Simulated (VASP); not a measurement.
A run of VASP 6.6.1:

INCAR

```
SYSTEM = TiC
PREC = Accurate
ENCUT = 520
EDIFF = 1E-6
ISMEAR = 0
SIGMA = 0.15
LREAL = .FALSE.
LASPH = .TRUE.
NELM = 60
ALGO = Normal
ISIF = 2
LWAVE = .FALSE.
LCHARG = .FALSE.
GGA = PS
NBANDS = 15
```

KPOINTS

```
Automatic mesh
0
G
  24 24 24
  0 0 0
```

File POSCAR:

```
TiC
1.0
    0.0000000000      2.2540197585      2.2540197585
    2.2540197585      0.0000000000      2.2540197585
    2.2540197585      2.2540197585      0.0000000000
Ti C
1 1
Direct
    0.0000000000      0.0000000000      0.0000000000
    0.5000000000      0.5000000000      0.5000000000
```

Potentials or basis: VASP PAW PBE potentials, release 64 (Ti_sv, C).

The run is started by

```console
$ cat potpaw_PBE.64/Ti_sv/POTCAR potpaw_PBE.64/C/POTCAR > POTCAR
$ mpirun -np 1 vasp_std > vasp.out
```

Hardware: 1 thread of Intel Xeon 8259CL, on a shared host.

Task: How long does it take, and how much memory?

Result: Run time: 120 s on 1 thread of Intel Xeon 8259CL (shared host), peak memory 0.26 GiB. Counts: scf iterations 17, k points 413.
